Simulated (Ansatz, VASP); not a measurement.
# CuO2 in VASP and in Ansatz

```
Cu O
1.0
     0.00000    2.52304    2.52304
     2.52304    0.00000    2.52304
     2.52304    2.52304    0.00000
Cu O
1 2
Direct
  0.00000 0.00000 0.00000
  0.25000 0.25000 0.25000
  0.75000 0.75000 0.75000
```

Alike in both runs: task single point; functional PBE; k mesh 14 × 14 × 14; occupations gaussian, width 0.1 eV; collinear spin; Hubbard terms Cu d U = 4.0 eV.

|  | VASP | Ansatz |
| --- | --- | --- |
| version | VASP 6.6.1 | Ansatz 0.2.0 |
| potentials or method | VASP PAW PBE potentials, release 64 (Cu_sv_GW, O), cutoff 700 eV | scalar-relativistic, plane waves, PAW |
| valence electrons in the cell | 31 | 31 |

|  | VASP | Ansatz | Ansatz less VASP |
| --- | --- | --- | --- |
| gap on the k mesh at the Fermi level (eV) | none | none | - |
| pressure (GPa) | -12.8 | -9.3 | +3.55 |
| net moment per atom (μB) | 0.94 | 0.91 | -0.034 |
| size of the moment on the site where the two differ most (μB) | 0.76 | 0.66 | -0.097 |

Site moments also hang on the region over which each program counts them. The programs project onto different local orbitals, so the same U acts differently, and such runs can settle in different states. A gap of «none» marks a metal or a gap that the smearing closes. Ansatz's warnings: filled band counts differ across k points.
